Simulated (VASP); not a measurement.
# NbP (I4_1md) in VASP: notebook, part 2 of 2

VASP 6.6.1.

## 3. Vibrations by perturbation theory, LDA

INCAR reads:

```
SYSTEM = NbP
PREC = Accurate ; ENCUT = 520
EDIFF = 1E-8 ; ISMEAR = -1
SIGMA = 0.05 ; LREAL = .FALSE.
LASPH = .TRUE. ; NELM = 100
ALGO = Normal ; ISIF = 2
LWAVE = .FALSE. ; LCHARG = .FALSE.
NBANDS = 26 ; IBRION = 8
NSW = 1
```

KPOINTS reads:

```
regular mesh
0
G
  8 8 8
  0 0 0
```

POSCAR reads:

```
NbP
1.0
   -1.6749232544      1.6749232544      5.7401081759
    1.6749232544     -1.6749232544      5.7401081759
    1.6749232544      1.6749232544     -5.7401081759
Nb P
2 2
Direct
    0.2498808000      0.7498808000      0.5000000000
    0.4998808000      0.4998808000      0.0000000000
    0.8327477700      0.3327477700      0.5000000000
    0.0827477700      0.0827477700      0.0000000000
```

Potentials or basis: VASP PAW LDA potentials, release 64 (Nb_sv, P).

Launch:

```bash
cat potpaw_LDA.64/Nb_sv/POTCAR potpaw_LDA.64/P/POTCAR > POTCAR
mpirun -np 1 vasp_std > vasp.out
```

OUTCAR:

```text
SYSTEM = NbP
   PREC = Accurate
   ENCUT = 520
   EDIFF = 1E-8
   ISMEAR = -1
   LREAL = .FALSE.
   LASPH = .TRUE.
   NELM = 100
   ISIF = 2
   IBRION = 8
   NSW = 1

 ion  position               nearest neighbor table
   1  0.250  0.750  0.500-   4 2.55   4 2.55   3 2.55   3 2.55   3 2.55   3 2.55
   2  0.500  0.500  0.000-   3 2.55   3 2.55   4 2.55   4 2.55   4 2.55   4 2.55
   3  0.833  0.333  0.500-   2 2.55   2 2.55   1 2.55   1 2.55   1 2.55   1 2.55
   4  0.083  0.083  0.000-   1 2.55   1 2.55   2 2.55   2 2.55   2 2.55   2 2.55

  LATTYP: Found a body centered tetragonal cell.
 ALAT       =     3.3498465088
 C/A-ratio  =     3.4270872775

  Lattice vectors:

 A1 = (  -1.6749232544,   1.6749232544,   5.7401081759)
 A2 = (   1.6749232544,  -1.6749232544,   5.7401081759)
 A3 = (   1.6749232544,   1.6749232544,  -5.7401081759)

Analysis of symmetry for initial positions (statically):
=====================================================================
 Subroutine PRICEL returns:
 Original cell was already a primitive cell.

 Routine SETGRP: Setting up the symmetry group for a
 body centered tetragonal supercell.

 Subroutine GETGRP returns: Found  8 space group operations
 (whereof  4 operations were pure point group operations)
 out of a pool of 16 trial point group operations.
[... 925 lines left out ...]
  free energy    TOTEN  =        -0.06074433 eV

  energy without entropy =       -0.06074279

------------------------ aborting loop because EDIFF is reached ----------------------------------------

 INTERNAL STRAIN TENSOR  FOR ION    3  DIRECTION 3   (eV/Angst):
 -----------------------------------------------------------------------------
    -4.90514  0.00000  0.00000
     0.00000  0.25047  0.00000
     0.00000  0.00000  5.66822

 INTERNAL STRAIN TENSOR FOR ION    4 for displacements in x,y,z  (eV/Angst):
          X           Y           Z          XY          YZ          ZX
  --------------------------------------------------------------------------------
  x     0.00000     0.00000     0.00000     0.00000     0.00000    -1.58483
  y     0.00000     0.00000     0.00000     0.00000    -5.78647     0.00000
  z     0.25047    -4.90514     5.66822     0.00000     0.00000     0.00000

 SECOND DERIVATIVES (NOT SYMMETRIZED)
 ------------------------------------
               1X          1Y          1Z          2X          2Y          2Z          3X          3Y          3Z          4X          4Y          4Z
  1X   -13.293373    0.000000    0.000000    3.170994    0.000000    0.000000    6.830518    0.000000    0.000000    3.291860    0.000000    0.000000
  1Y     0.000000  -10.438936    0.000000    0.000000    3.214900    0.000000    0.000000    6.555144    0.000000    0.000000    0.668892    0.000000
  1Z     0.000000    0.000000  -15.113071    0.000000    0.000000    4.252512    0.000000    0.000000    5.570951    0.000000    0.000000    5.289609
  2X     3.214900    0.000000    0.000000  -10.438936    0.000000    0.000000    0.668892    0.000000    0.000000    6.555144    0.000000    0.000000
  2Y     0.000000    3.170994    0.000000    0.000000  -13.293373    0.000000    0.000000    3.291860    0.000000    0.000000    6.830518    0.000000
  2Z     0.000000    0.000000    4.252512    0.000000    0.000000  -15.113071    0.000000    0.000000    5.289609    0.000000    0.000000    5.570951
  3X     6.828655    0.000000    0.000000    0.642615    0.000000    0.000000   -8.419990    0.000000    0.000000    0.948720    0.000000    0.000000
  3Y     0.000000    6.535617    0.000000    0.000000    3.265369    0.000000    0.000000  -10.766290    0.000000    0.000000    0.965304    0.000000
  3Z     0.000000    0.000000    5.521467    0.000000    0.000000    5.264714    0.000000    0.000000  -13.287041    0.000000    0.000000    2.500860
  4X     3.265369    0.000000    0.000000    6.535617    0.000000    0.000000    0.965304    0.000000    0.000000  -10.766290    0.000000    0.000000
  4Y     0.000000    0.642615    0.000000    0.000000    6.828655    0.000000    0.000000    0.948720    0.000000    0.000000   -8.419990    0.000000
  4Z     0.000000    0.000000    5.264714    0.000000    0.000000    5.521467    0.000000    0.000000    2.500860    0.000000    0.000000  -13.287041

 Eigenvectors and eigenvalues of the dynamical matrix
 ----------------------------------------------------

   1 f  =   11.162201 THz    70.134176 2PiTHz  372.330940 cm-1    46.163132 meV
             X         Y         Z           dx          dy          dz
      1.674923  0.000000  2.868686     0.000000   -0.000000   -0.011766
      0.000000  0.000000  5.738740     0.000000    0.000000    0.011766
      0.000000  1.674923  3.820016     0.000000    0.000000    0.707009
      0.000000  0.000000  0.949962    -0.000000   -0.000000   -0.707009
[... 71 lines left out ...]
  12 f/i=    0.015891 THz     0.099846 2PiTHz    0.530067 cm-1     0.065720 meV
             X         Y         Z           dx          dy          dz
      1.674923  0.000000  2.868686    -0.000000    0.000000    0.611835
      0.000000  0.000000  5.738740    -0.000000    0.000000    0.611835
      0.000000  1.674923  3.820016    -0.000000    0.000000    0.354483
      0.000000  0.000000  0.949962    -0.000000    0.000000    0.354483

--------------------------------------------------------------------------------------------------------

 ELASTIC MODULI CONTR FROM IONIC RELAXATION (kBar)
 Direction    XX          YY          ZZ          XY          YZ          ZX
 --------------------------------------------------------------------------------
 XX         -74.2187     24.2339     60.7055      0.0000     -0.0000      0.0000
 YY          24.2339    -74.2187     60.7055      0.0000      0.0000     -0.0000
 ZZ          60.7055     60.7055   -147.4513      0.0000      0.0000     -0.0000
 XY           0.0000      0.0000      0.0000      0.0000      0.0000      0.0000
 YZ          -0.0000      0.0000      0.0000      0.0000   -357.5915     -0.0000
 ZX           0.0000     -0.0000     -0.0000      0.0000     -0.0000   -359.4949
 --------------------------------------------------------------------------------
```

It took 57 min on 1 thread of Intel Xeon 6975P-C (Granite Rapids), shared host; peak memory 0.71 GiB.

Results:

| Quantity | Value |
| --- | --- |
| Highest phonon frequency at Γ | 372 cm⁻¹ |

Phonon frequencies in cm⁻¹ (negative: imaginary):
| q point | frequencies |
| --- | --- |
| (0.000, 0.000, 0.000) | -1 -1 -1 179 179 238 309 309 333 333 356 372 |

Caveat: the cell stands under pressure or tension, which shifts response properties.
